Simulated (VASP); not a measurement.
Runs of VASP 6.6.1 on Zn. The structure is that of space group R-3m (No. 166), or close to it. The cells are those of the table. 

| cell | further INCAR settings | gap on the mesh (eV) | pressure (GPa) |
| --- | --- | --- | --- |
| a = 2.435 Å, angles 93.7°, 1 atom | ALGO = Fast; EDIFF = 1e-07; NBANDS = 12 | none | (a) |
| a = 3.487 Å, angles 36.7°, 1 atom | ALGO = Fast; EDIFF = 1e-06; NBANDS = 12 | none | 64.2 |
| a = 3.272 Å, angles 43.7°, 1 atom | ALGO = Fast; EDIFF = 1e-07; NBANDS = 12 | none | (b) |
| a = 2.527 Å, angles 68.9°, 1 atom | ALGO = Fast; EDIFF = 1e-06; NBANDS = 12 | none | 15.3 |
| a = 2.606 Å, angles 86.1°, 1 atom | ALGO = Fast; EDIFF = 1e-06; NBANDS = 12 | none | 1.6 |

Alike in all rows: task single point; level PBE; potentials or basis VASP PAW PBE potentials, release 64 (Zn); no spin polarisation; k mesh 22 × 22 × 22; cutoff (eV) 520; smearing gaussian 0.15 eV.

Estimate the missing entries.

(a) 20.7; (b) 13.5.

Caveats: the cell stands under pressure (at least some runs).

A gap of «none» marks levels without a gap at the run's occupations.
